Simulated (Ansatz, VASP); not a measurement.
**GaP in VASP and in Ansatz**

```
Ga P
1.0
     0.00000    2.77439    2.84962
     2.84962    0.00000    2.84962
     2.84962    2.77439    0.00000
Ga P
1 1
Direct
  0.00000 0.00000 0.00000
  0.75000 0.75000 0.75000
```

Alike in both runs: task single point; functional PBE; k mesh 10 × 10 × 10; occupations gaussian, width 0.05 eV; no spin polarisation.

|  | VASP | Ansatz |
| --- | --- | --- |
| version | VASP 6.6.1 | Ansatz 0.2.0 |
| potentials or method | VASP PAW PBE potentials, release 64 (Ga_d, P), cutoff 520 eV | scalar-relativistic, plane waves, PAW |
| valence electrons in the cell | 18 | 18 |

```tsv
	VASP	Ansatz	Ansatz less VASP
gap on the k mesh at the Fermi level (eV)	0.87	0.88	+0.005
least direct gap on the mesh (eV)	0.87	0.88	+0.005
pressure (GPa)	-5.0	-4.9	+0.05
traceless stress, the component that is largest in VASP (GPa)	1.20	1.20	-0.001
```

The functional is the same, so the differences come from potentials, cutoffs and numerics.
